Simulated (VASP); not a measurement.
SnCl, 2 atoms in the cell. The structure is hexagonal, space group P6/mmm (No. 191). The conventional cell has a = 3.656 Å, b = 3.656 Å, c = 5.783 Å, α = 90.00°, β = 90.00°, γ = 120.00°. Sn (site symmetry 6/mmm) has 2 Cl at 2.89 Å and 6 Sn at 3.66 Å within 3.8 Å. Within 3.8 Å of Cl (site symmetry 6/mmm) lie 2 Sn at 2.89 Å and 6 Cl at 3.66 Å. 

```yaml
Program: VASP 6.6.1
Task: single point
Functional: PBE
Potentials_or_basis: VASP PAW PBE potentials, release 64 (Sn_d, Cl)
Cutoff: 520 eV
k_mesh: 6 × 6 × 4
Occupations: gaussian, width 0.1 eV
Spin: no spin polarisation
Dipole_correction: no
Further_INCAR_settings: ALGO = Normal; EDIFF = 1e-06; NBANDS = 18
```

Potentials or basis: VASP PAW PBE potentials, release 64 (Sn_d, Cl).

Run with:

```sh
$ cat potpaw_PBE.64/Sn_d/POTCAR potpaw_PBE.64/Cl/POTCAR > POTCAR
$ mpirun -np 1 vasp_std > vasp.out
```

Hardware: 1 thread of Intel(R) Xeon(R) 6975P-C (Granite Rapids) (shared host).

**Question.** Estimate the wall time of this run.

**Answer.** Wall time 12 s on 1 thread of Intel(R) Xeon(R) 6975P-C (Granite Rapids), with other jobs on the host, peak memory 0.18 GiB. Counts: scf iterations 14, k points 21.
